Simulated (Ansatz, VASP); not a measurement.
## Two plane-wave programs on CuCl

Contents of INCAR:

```
SYSTEM = CuCl
  PREC = Accurate
  ENCUT = 600
  EDIFF = 1E-6
  ISMEAR = 0
  SIGMA = 0.02
  LREAL = .FALSE.
  LASPH = .TRUE.
  NELM = 200
  ALGO = Normal
  ISIF = 2
  LWAVE = .FALSE.
  LCHARG = .FALSE.
  ISPIN = 2
  MAGMOM = 1 3
  LORBIT = 11
  LMAXMIX = 4
  GGA = PE
  NBANDS = 20
  GGA_COMPAT = .FALSE.
```

The input KPOINTS:

```
regular mesh
0
G
  12 12 12
  0 0 0
```

File POSCAR:

```
CuCl
1.0
    1.9555409473      1.1290320924      3.1930017995
   -1.9555409473      1.1290320924      3.1930017995
    0.0000000000     -2.2580641846      3.1930017996
Cu Cl
1 1
Direct
    0.0085319862      0.0085319862      0.0085319862
    0.7584666838      0.7584666838      0.7584666838
```

Input for Ansatz:

```yaml
crystal:
  lattice:
    - [1.9555409473, 1.1290320924, 3.1930017995]
    - [-1.9555409473, 1.1290320924, 3.1930017995]
    - [0.0, -2.2580641846, 3.1930017996]
  atoms:
    - { symbol: Cu, position: [0.0085319862, 0.0085319862, 0.0085319862], spin: 1.0 }
    - { symbol: Cl, position: [0.7584666838, 0.7584666838, 0.7584666838], spin: 3.0 }
basis:
  ecutwfc: 420
kpoints:
  mp_grid: { grid: [12, 12, 12] }
hamiltonian:
  xc: pbe
scf:
  occupations: { method: gaussian, width: 0.02 }
  mixing: { algorithm: msr1, beta: 0.5, ndim: 2 }
output:
  forces: true
  eigenvalues: true
  stress: true
magnetization:
  spin_polarized: true
```

Alike in both runs: task single point; functional PBE; k mesh 12 × 12 × 12; occupations gaussian, width 0.02 eV; collinear spin.

```csv
,VASP,Ansatz
version,VASP 6.6.1,Ansatz 0.2.0
potentials or method,"VASP PAW PBE potentials, release 64 (Cu, Cl), cutoff 600 eV","scalar-relativistic, plane waves, PAW"
valence electrons in the cell,18,26
```

Ansatz gave:

* gap on the k mesh at the Fermi level (eV): 0.43
* pressure (GPa): -2.5
* net moment per atom (μB): 0.00

Question: Which values does VASP return?

Answer: gap on the k mesh at the Fermi level (eV): 0.43; pressure (GPa): -2.3; net moment per atom (μB): 0.00.

The functional is the same, so the differences come from potentials, cutoffs and numerics. VASP's potentials hold 18 valence electrons a cell and Ansatz's 26, so a difference there can come from the potentials and not from the codes. Ansatz's warnings: seeded moment not kept.
